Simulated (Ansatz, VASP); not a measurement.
# AlN in VASP and in Ansatz

```xyz
4
Lattice="3.4590 0.0000 0.0000 -1.7295 2.9955 0.0000 0.0000 0.0000 4.1338" Properties=species:S:1:pos:R:3 pbc="T T T"
Al    0.0000    1.9970    3.1003
Al    1.7295    0.9985    1.0334
N     0.0000    1.9970    1.0334
N     1.7295    0.9985    3.1003
```

Alike in both runs: task single point; functional PBEsol; k mesh 9 × 9 × 6; occupations gaussian, width 0.05 eV; no spin polarisation.

|  | VASP | Ansatz |
| --- | --- | --- |
| version | VASP 6.6.1 | Ansatz 0.2.0 |
| potentials or method | VASP PAW PBE potentials, release 64 (Al, N), cutoff 520 eV | scalar-relativistic, plane waves, PAW |
| valence electrons in the cell | 16 | 16 |

Ansatz gave:

| Quantity | Value |
| --- | --- |
| gap on the k mesh at the Fermi level (eV) | 2.84 |
| least direct gap on the mesh (eV) | 2.84 |
| pressure (GPa) | -16.7 |
| traceless stress, the component that is largest in VASP (GPa) | 5.32 |

**Question.** Which values does VASP return?

**Answer.** gap on the k mesh at the Fermi level (eV): 2.85; least direct gap on the mesh (eV): 2.85; pressure (GPa): -16.7; traceless stress, the component that is largest in VASP (GPa): 5.37.

VASP's potentials were made for PBE, not for PBEsol, and Ansatz warns of the same on its side. The functional is the same, so the differences come from potentials, cutoffs and numerics.
